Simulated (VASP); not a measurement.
Here is a VASP 6.6.1 calculation.

INCAR

```
SYSTEM = MgO
PREC = Accurate
ENCUT = 520
EDIFF = 1E-6
ISMEAR = 0
SIGMA = 0.05
LREAL = .FALSE.
LASPH = .TRUE.
NELM = 100
ALGO = Normal
ISIF = 2
LWAVE = .FALSE.
LCHARG = .FALSE.
GGA = PE
NBANDS = 16
```

The input KPOINTS:

```
regular mesh
0
G
  9 9 6
  0 0 0
```

File POSCAR:

```
MgO
1.0
    3.3152854007      0.0000000000      0.0000000000
   -1.6576427004      2.8711213778      0.0000000000
    0.0000000000      0.0000000000      5.1215474231
Mg O
2 2
Direct
    0.3303059108      0.7056758151      0.0063188067
    0.6696940892      0.2943241849      0.5063188067
    0.3361305128      0.6306242625      0.3982811933
    0.6638694872      0.3693757375      0.8982811933
```

Potentials or basis: VASP PAW PBE potentials, release 64 (Mg, O).

Command:

```console
$ cat potpaw_PBE.64/Mg/POTCAR potpaw_PBE.64/O/POTCAR > POTCAR
$ mpirun -np 1 vasp_std > vasp.out
```

**Question.** What does it give for the largest force?

**Answer.** 0.419 eV/Å.

**Question.** What does it give for the band gap on the k mesh?

**Answer.** 3.27 eV.

**Question.** Predict the pressure.

**Answer.** -0.8 GPa.

Forces on the atoms (eV/Å):
```
Mg   0.181 -0.367  0.090
Mg  -0.181  0.367  0.090
O   -0.171  0.200 -0.090
O    0.171 -0.200 -0.090
```

Caveat: the cell differs from its parent crystal (atoms displaced along a vibrational mode); an odd mesh through Γ misses points on the zone boundary, where band edges can lie.
